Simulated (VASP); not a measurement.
The system is KMgF3.

```
K Mg F
1.0
     3.98590    0.00000    0.00000
     0.00000    3.98590    0.00000
     0.00000    0.00000    3.98590
K Mg F
1 1 3
Cartesian
  1.9929 1.9929 1.9929
  0.0000 0.0000 0.0000
  0.0000 0.0000 1.9929
  0.0000 1.9929 0.0000
  1.9929 0.0000 0.0000
```

Program: VASP 6.6.1. Alike in all runs: task single point; potentials or basis VASP PAW PBE potentials, release 64 (K_sv, Mg, F); no spin polarisation; cell as given; k mesh 7 × 7 × 7; cutoff (eV) 520; smearing fermi-dirac 0.05 eV.

**Question.** Order these runs on this cell by their pressure, lowest first.
A. level RPBE
B. level r2SCAN
C. level BLYP

**Answer.** B (-0.9 GPa), C (4.6 GPa), A (7.6 GPa).

Caveats: the PAW data sets were made with another functional, which shifts forces and pressure a little; the cell stands under pressure (at least some runs).
